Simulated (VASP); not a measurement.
# MgO (Fm-3m) in VASP: notebook

Runs on MgO. Level: PBEsol. Tasks: single point, relaxation of cell and atoms.

All numbers are computed with VASP 6.6.1; they aren't measurements. Logs are shortened: lines on timing, memory, paths and dates and some standing lists are left out, and cuts for length are marked.

**Measured values to compare with.**

“Electronic structure of alkaline earth and post-transition metal oxides”, 2009, arxiv:0908.1581 quotes, for a bulk crystal of MgO: band gap 7.83 eV.

How close the calculation comes is told below.

**1. The cell of the first run**

The structure is cubic, space group Fm-3m (No. 225). The conventional cell has a = 4.214 Å, b = 4.214 Å, c = 4.214 Å, α = 90.00°, β = 90.00°, γ = 90.00°. Within 2.8 Å of Mg (site symmetry m-3m) lie 6 O at 2.11 Å. O (site symmetry m-3m) has 6 Mg at 2.11 Å within 2.8 Å.

**2. Single point, PBEsol**

Contents of INCAR:

```
SYSTEM = MgO
ALGO = Normal
EDIFF = 1E-6
ENCUT = 600
GGA = PS
GGA_COMPAT = .FALSE.
ISIF = 2
ISMEAR = 0
LASPH = .TRUE.
LCHARG = .FALSE.
LREAL = .FALSE.
LWAVE = .FALSE.
NBANDS = 11
NELM = 120
PREC = Accurate
SIGMA = 0.02
```

Contents of KPOINTS:

```
k-points
0
G
  10 10 10
  0 0 0
```

Contents of POSCAR:

```
MgO
1.0
    0.0000000000      2.1068464899      2.1068464899
    2.1068464899      0.0000000000      2.1068464899
    2.1068464899      2.1068464899      0.0000000000
Mg O
1 1
Direct
    0.0000000000      0.0000000000      0.0000000000
    0.5000000000      0.5000000000      0.5000000000
```

Potentials or basis: VASP PAW PBE potentials, release 64 (Mg, O).

Started as:

```
cat potpaw_PBE.64/Mg/POTCAR potpaw_PBE.64/O/POTCAR > POTCAR
mpirun -np 1 vasp_std > vasp.out
```

OUTCAR:

```text
SYSTEM = MgO
   EDIFF = 1E-6
   ENCUT = 600
   GGA = PS
   ISIF = 2
   ISMEAR = 0
   LASPH = .TRUE.
   LREAL = .FALSE.
   NELM = 120
   PREC = Accurate

 ion  position               nearest neighbor table
   1  0.000  0.000  0.000-   2 2.11   2 2.11   2 2.11   2 2.11   2 2.11   2 2.11
   2  0.500  0.500  0.500-   1 2.11   1 2.11   1 2.11   1 2.11   1 2.11   1 2.11

  LATTYP: Found a face centered cubic cell.
 ALAT       =     4.2136929798

  Lattice vectors:

 A1 = (   0.0000000000,   2.1068464899,   2.1068464899)
 A2 = (   2.1068464899,   0.0000000000,   2.1068464899)
 A3 = (   2.1068464899,   2.1068464899,   0.0000000000)

Analysis of symmetry for initial positions (statically):
=====================================================================
 Subroutine PRICEL returns:
 Original cell was already a primitive cell.

 Routine SETGRP: Setting up the symmetry group for a
 face centered cubic supercell.

 Subroutine GETGRP returns: Found 48 space group operations
 (whereof 48 operations were pure point group operations)
 out of a pool of 48 trial point group operations.

The static configuration has the point symmetry O_h .

Analysis of symmetry for dynamics (positions and initial velocities):
=====================================================================
 Subroutine PRICEL returns:
 Original cell was already a primitive cell.

 Routine SETGRP: Setting up the symmetry group for a
 face centered cubic supercell.

 Subroutine GETGRP returns: Found 48 space group operations
 (whereof 48 operations were pure point group operations)
 out of a pool of 48 trial point group operations.

The dynamic configuration has the point symmetry O_h .

 Subroutine INISYM returns: Found 48 space group operations
 (whereof 48 operations are pure point group operations),
 and found     1 'primitive' translations

----------------------------------------------------------------------------------------

                                     Primitive cell

  volume of cell :      18.7037

  direct lattice vectors                    reciprocal lattice vectors
     0.000000000  2.106846490  2.106846490    -0.237321515  0.237321515  0.237321515
     2.106846490  0.000000000  2.106846490     0.237321515 -0.237321515  0.237321515
     2.106846490  2.106846490  0.000000000     0.237321515  0.237321515 -0.237321515

  length of vectors
     2.979530880  2.979530880  2.979530880     0.411052921  0.411052921  0.411052921

  position of ions in fractional coordinates (direct lattice)
[... 87 lines left out ...]
   POTIM  = 0.5000    time-step for ionic-motion
   TEBEG  =    0.0;   TEEND  =   0.0 temperature during run
   PSTRESS=    0.0 pullay stress
   NELECT =       8.0000    total number of electrons
   NUPDOWN=      -1.0000    fix difference up-down
   EMIN   =  10.00;   EMAX   =-10.00  energy-range for DOS
   EFERMI =   0.00;   METHOD = LEGACY
   ISMEAR =     0;   SIGMA  =   0.02  broadening in eV -4-tet -1-fermi 0-gaus
   EFERMI_NEDOS =   21; number of points for ismear=-14 and -15
   IALGO  =     38    algorithm
   IMIX   =      4    mixing-type and parameters
     AMIX     =   0.40;   BMIX     =  1.00
     AMIX_MAG =   1.60;   BMIX_MAG =  1.00
  volume/ion in A,a.u.               =       9.35        63.11
  Fermi-wavevector in a.u.,A,eV,Ry     =   1.233470  2.330920 20.700561  1.521448
  Thomas-Fermi vector in A             =   2.368199
   LORBIT       =      0    0 simple, 1 ext, 2 COOP (PROOUT), +10 PAW based schemes
   GGA     = PS    functional components
   LHFCALC =     F    Hartree Fock is set to
   AEXX    =    0.0000 exact exchange contribution
   IVDW    =     0    specifies the selected vdW correction
   LEPSILON=     F    determine dielectric tensor
   LRPA    =     F    only Hartree local field effects (RPA)
 non-spin polarized calculation
 Gauss-broadening in eV      SIGMA  =   0.02
  energy-cutoff  :      600.00
  volume of cell :       18.70
 maximum number of plane-waves:       636
   NGX = 11   NGY = 11   NGZ = 11

 number of electron       8.0000005 magnetization

 Free energy of the ion-electron system (eV)
  ---------------------------------------------------
  ext. energy  EPLUGINS =         0.00000000
  ---------------------------------------------------
  free energy    TOTEN  =       -12.51542142 eV

  energy without entropy =      -12.51542142  energy(sigma->0) =      -12.51542142

 E-fermi :   3.1527     XC(G=0): -11.3043

 val. band max:        3.0568108476   @ k =   0.0000   0.0000   0.0000
 cond. band min:       7.6811713804   @ k =   0.0000   0.0000   0.0000
 fundamental gap:      4.6243605328
 Fermi energy:         3.1527041095

 k-point     1 :       0.0000    0.0000    0.0000
  band No.  band energies     occupation
      1     -14.1422      2.00000
      2       3.0568      2.00000
      3       3.0568      2.00000
      4       3.0568      2.00000
      5       7.6812      0.00000
      6      18.6845      0.00000
      7      18.6845      0.00000
      8      18.6845      0.00000
      9      22.5235      0.00000
     10      24.4062      0.00000
     11      24.4062      0.00000
[... 309 lines left out ...]
 k-point    24 :       0.4000    0.3000    0.0000
  band No.  band energies     occupation
      1     -12.8794      2.00000
      2      -0.5664      2.00000
      3       1.7354      2.00000
      4       1.9588      2.00000
      5      12.5132      0.00000
      6      13.0599      0.00000
      7      16.5250      0.00000
      8      21.0867      0.00000
      9      21.2909      0.00000
     10      27.8061      0.00000
     11      29.9254      0.00000

 [... further k-points ...]

------------------------ aborting loop because EDIFF is reached ----------------------------------------

  FORCE on cell =-STRESS in cart. coord.  units (eV):
  Direction    XX          YY          ZZ          XY          YZ          ZX
  --------------------------------------------------------------------------------------
  -------------------------------------------------------------------------------------
  Total       -0.0789512     -0.0789512     -0.0789512      0.0000000     -0.0000000     -0.0000000
  in kB       -6.7630209     -6.7630209     -6.7630209      0.0000000     -0.0000000     -0.0000000
  external PRESSURE =      -6.7630209 kB  Pullay stress =       0.0000000 kB

 VOLUME and BASIS-vectors are now :
 -----------------------------------------------------------------------------
  energy-cutoff  :      600.00
  volume of cell :       18.70
      direct lattice vectors                 reciprocal lattice vectors
     0.000000000  2.106846490  2.106846490    -0.237321515  0.237321515  0.237321515
     2.106846490  0.000000000  2.106846490     0.237321515 -0.237321515  0.237321515
     2.106846490  2.106846490  0.000000000     0.237321515  0.237321515 -0.237321515

 POSITION                                       TOTAL-FORCE (eV/Angst)
 -----------------------------------------------------------------------------------
      0.00000      0.00000      0.00000        -0.000000     -0.000000     -0.000000
      2.10685      2.10685      2.10685         0.000000      0.000000      0.000000
 -----------------------------------------------------------------------------------
    total drift:                               -0.000000     -0.000000      0.000000

  FREE ENERGIE OF THE ION-ELECTRON SYSTEM (eV)
  ---------------------------------------------------
  free  energy   TOTEN  =       -12.5154214228 eV

  energy  without entropy=      -12.5154214228  energy(sigma->0) =      -12.51542142
```

OSZICAR:

```text
N       E                     dE             d eps       ncg     rms          rms(c)
DAV:   1     0.141029976583E+02    0.14103E+02   -0.49865E+03  1178   0.729E+02
DAV:   2    -0.132613839122E+02   -0.27364E+02   -0.26834E+02  1178   0.139E+02
DAV:   3    -0.138977516971E+02   -0.63637E+00   -0.63567E+00  1232   0.182E+01
DAV:   4    -0.138992650655E+02   -0.15134E-02   -0.15133E-02  1151   0.101E+00
DAV:   5    -0.138992698483E+02   -0.47828E-05   -0.47828E-05  1217   0.560E-02    0.666E+00
DAV:   6    -0.125521665317E+02    0.13471E+01   -0.76306E+00  1082   0.151E+01    0.219E+00
DAV:   7    -0.125292252562E+02    0.22941E-01   -0.50709E-02  1130   0.208E+00    0.131E+00
DAV:   8    -0.125158370929E+02    0.13388E-01   -0.24412E-02  1085   0.178E+00    0.229E-01
DAV:   9    -0.125155188376E+02    0.31826E-03   -0.39949E-04  1163   0.140E-01    0.143E-01
DAV:  10    -0.125154192800E+02    0.99558E-04   -0.50572E-04  1157   0.169E-01    0.488E-03
DAV:  11    -0.125154209571E+02   -0.16771E-05   -0.44080E-06  1133   0.153E-02    0.355E-03
DAV:  12    -0.125154214228E+02   -0.46568E-06   -0.10664E-07   631   0.334E-03
   1 F= -.12515421E+02 E0= -.12515421E+02  d E =-.351277E-14
```

stdout:

```text
POSCAR found type information on POSCAR MgO
 POSCAR found :  2 types and       2 ions
 scaLAPACK will be used
 -----------------------------------------------------------------------------
|                                                                             |
|                                                                             |
|     You enforced a specific xc type in the INCAR file but a different       |
|     I HOPE YOU KNOW WHAT YOU ARE DOING!                                     |
|                                                                             |
 -----------------------------------------------------------------------------

 LDA part: xc-table for (Slater+PW92), standard interpolation
 POSCAR, INCAR and KPOINTS ok, starting setup
 FFT: planning ... GRIDC
 FFT: planning ... GRID_SOFT
 FFT: planning ... GRID
 WAVECAR not read
 entering main loop
```

Wall time 5.7 s (1 thread of Intel Xeon Platinum 8559C (Emerald Rapids), shared host); peak memory 0.14 GiB.

Results:

```yaml
Free_energy: -12.5154 eV
Pressure: -0.7 GPa
Band_gap_on_the_k_mesh: 4.62 eV, direct
```

Levels at points of the mesh, in eV from the valence-band top:
```tsv
k point	band 2	band 3	band 4	band 5	band 6	band 7
(0.00, 0.00, 0.00)	0.00	0.00	0.00	4.62	15.63	15.63
(0.50, 0.00, 0.00)	-4.68	-0.66	-0.66	7.74	12.49	16.17
(0.50, 0.50, 0.00)	-4.14	-1.36	-1.36	8.92	9.87	12.96
```

Caveat: the PAW data sets were made with another functional, which shifts forces and pressure a little.

**3. Relaxation of cell and atoms, PBEsol**

This run uses another cell than the first one, of 8.75 Å³/atom, 0.936 times its volume.

Contents of INCAR:

```
PREC = Accurate
ENCUT = 600
EDIFF = 1E-7
ISMEAR = 0
SIGMA = 0.1
LREAL = F
LASPH = T
NELM = 120
ALGO = Normal
ISIF = 3
LWAVE = F
LCHARG = F
GGA = PS
IBRION = 2
NSW = 100
EDIFFG = -0.05
GGA_COMPAT = F
NELMIN = 4
```

Contents of KPOINTS:

```
regular mesh
0
Gamma
  8 8 8
```

Contents of POSCAR:

```
MgO
1.0
    0.0000000000      2.0609745682      2.0609745682
    2.0609745682      0.0000000000      2.0609745682
    2.0609745682      2.0609745682      0.0000000000
Mg O
1 1
Direct
    0.0000000000      0.0000000000      0.0000000000
    0.5000000000      0.5000000000      0.5000000000
```

Potentials or basis: VASP PAW PBE potentials, release 64 (Mg, O).

Started as:

```
cat potpaw_PBE.64/Mg/POTCAR potpaw_PBE.64/O/POTCAR > POTCAR
mpirun -np 1 vasp_std > vasp.out
```

Wall time 8.2 s (1 thread of Intel Xeon Platinum 8559C (Emerald Rapids), shared host); peak memory 0.14 GiB.

Results (log left out):

- Free energy: -12.5129 eV
- Relaxed volume: 9.32 Å³/atom
- Relaxed cell: a = 2.976 Å, b = 2.976 Å, c = 2.976 Å, α = 60.00°, β = 60.00°, γ = 60.00°
- Space group after relaxing (to 0.05 Å): Fm-3m (No. 225)
- Energy gained by relaxing: 18.9 meV/atom
- Ionic steps: 3
- Pressure after relaxing: 0.0 GPa
- Band gap on the k mesh: 4.66 eV, direct

The path:
```csv
step,energy change (eV),largest force (eV/Å),pressure (GPa),volume (Å³)
1,0.0000,0.0000,11.37,17.51
2,-0.0316,0.0000,-3.97,19.13
3,-0.0379,0.0000,0.01,18.63
```

Final structure:
```cif
data_structure
_symmetry_space_group_name_H-M 'P 1'
_symmetry_Int_Tables_number 1
_cell_length_a 2.9758
_cell_length_b 2.9758
_cell_length_c 2.9758
_cell_angle_alpha 60.000
_cell_angle_beta 60.000
_cell_angle_gamma 60.000
_cell_volume 18.63
loop_
_atom_site_label
_atom_site_type_symbol
_atom_site_fract_x
_atom_site_fract_y
_atom_site_fract_z
_atom_site_occupancy
Mg1 Mg 0.00000 0.00000 0.00000 1
O1 O 0.50000 0.50000 0.50000 1
```

Levels at points of the mesh, in eV from the valence-band top:
| k point | band 1 | band 2 | band 3 | band 4 | band 5 | band 6 | band 7 | band 8 |
| --- | --- | --- | --- | --- | --- | --- | --- | --- |
| (0.00, 0.00, 0.00) | -17.22 | 0.00 | 0.00 | 0.00 | 4.66 | 15.65 | 15.65 | 15.65 |
| (0.50, 0.00, 0.00) | -15.90 | -4.69 | -0.67 | -0.67 | 7.76 | 12.53 | 16.20 | 16.20 |
| (0.50, 0.50, 0.00) | -15.63 | -4.16 | -1.37 | -1.37 | 8.93 | 9.91 | 13.00 | 18.88 |

Caveat: the PAW data sets were made with another functional, which shifts forces and pressure a little. PBEsol gaps usually lie below the measured ones, often by a third to a half.

**4. Relaxation of cell and atoms, PBEsol**

INCAR: that of step 3 with these lines changed.

```diff
@@ -4,3 +4,3 @@
 ISMEAR = 0
-SIGMA = 0.1
+SIGMA = 0.02
 LREAL = F
@@ -15,3 +15,3 @@
 NSW = 100
-EDIFFG = -0.05
+EDIFFG = -0.005
 GGA_COMPAT = F
```

Contents of KPOINTS:

```
regular mesh
0
Gamma
  10 10 10
```

Contents of POSCAR:

```
MgO
1.0
    0.0000000000      2.1066950100      2.1066950100
    2.1066950100      0.0000000000      2.1066950100
    2.1066950100      2.1066950100      0.0000000000
Mg O
1 1
Direct
    0.0000000000      0.0000000000      0.0000000000
    0.5000000000      0.5000000000      0.5000000000
```

Started as:

```
cat potpaw_PBE.64/Mg/POTCAR potpaw_PBE.64/O/POTCAR > POTCAR
mpirun -np 1 vasp_std > vasp.out
```

It took 9 s on 1 thread of Intel Xeon Platinum 8559C (Emerald Rapids), shared host; peak memory 0.15 GiB.

It converged, with:

```
Free energy                            : -12.5156 eV
Relaxed volume                         : 9.31 Å³/atom
Relaxed cell                           : a = 2.975 Å, b = 2.975 Å, c = 2.975 Å, α = 60.00°, β = 60.00°, γ = 60.00°
Space group after relaxing (to 0.05 Å) : Fm-3m (No. 225)
Energy gained by relaxing              : 0.1 meV/atom
Ionic steps                            : 3
Pressure after relaxing                : 0.0 GPa
Band gap on the k mesh                 : 4.66 eV, direct
```

The path:
| step | energy change (eV) | largest force (eV/Å) | pressure (GPa) | volume (Å³) |
| --- | --- | --- | --- | --- |
| 1 | 0.0000 | 0.0000 | -0.63 | 18.70 |
| 2 | -0.0001 | 0.0000 | 0.22 | 18.60 |
| 3 | -0.0001 | 0.0000 | 0.00 | 18.63 |

Final structure:
```
CELL_PARAMETERS angstrom
0.00000 2.10392 2.10392
2.10392 0.00000 2.10392
2.10392 2.10392 0.00000
ATOMIC_POSITIONS crystal
Mg 0.00000 0.00000 0.00000
O 0.50000 0.50000 0.50000
```

Levels at points of the mesh, in eV from the valence-band top:
```
           k point  band 1  band 2  band 3  band 4  band 5  band 6  band 7  band 8
(0.00, 0.00, 0.00)  -17.22    0.00    0.00    0.00    4.66   15.65   15.65   15.65
(0.50, 0.00, 0.00)  -15.90   -4.69   -0.67   -0.67    7.77   12.54   16.21   16.21
(0.50, 0.50, 0.00)  -15.63   -4.16   -1.37   -1.37    8.93    9.91   13.00   18.89
```

Caveat: the PAW data sets were made with another functional, which shifts forces and pressure a little.

**5. Summary**

| task | cell | k mesh | smearing | gap on the mesh (eV) | pressure (GPa) | relaxed volume (Å³/atom) |
| --- | --- | --- | --- | --- | --- | --- |
| single point | a = 2.980 Å, angles 60.0°, 2 atoms | 10 × 10 × 10 | gaussian 0.02 eV | 4.62 | -0.7 | - |
| relaxation of cell and atoms | relaxed from a = 2.915 Å, angles 60.0°, 2 atoms | 8 × 8 × 8 | gaussian 0.1 eV | 4.66 | 0.0 | 9.32 |
| relaxation of cell and atoms | relaxed from a = 2.979 Å, angles 60.0°, 2 atoms | 10 × 10 × 10 | gaussian 0.02 eV | 4.66 | 0.0 | 9.31 |

Alike in all rows: level PBEsol; potentials or basis VASP PAW PBE potentials, release 64 (Mg, O); no spin polarisation; cutoff (eV) 600.

Caveats: the PAW data sets were made with another functional, which shifts forces and pressure a little.

Absolute energies hang on the potentials; compare differences alone.

**6. Comparison with measurements**

Step 2. Measured gap of MgO: 7.83 eV (quoted in “Electronic structure of alkaline earth and post-transition metal oxides”, 2009, arxiv:0908.1581). This calculation gives 4.62 eV (-3.21 eV). The value is that of PBEsol, without temperature or zero-point motion. Semilocal functionals fall short of measured gaps as a rule.
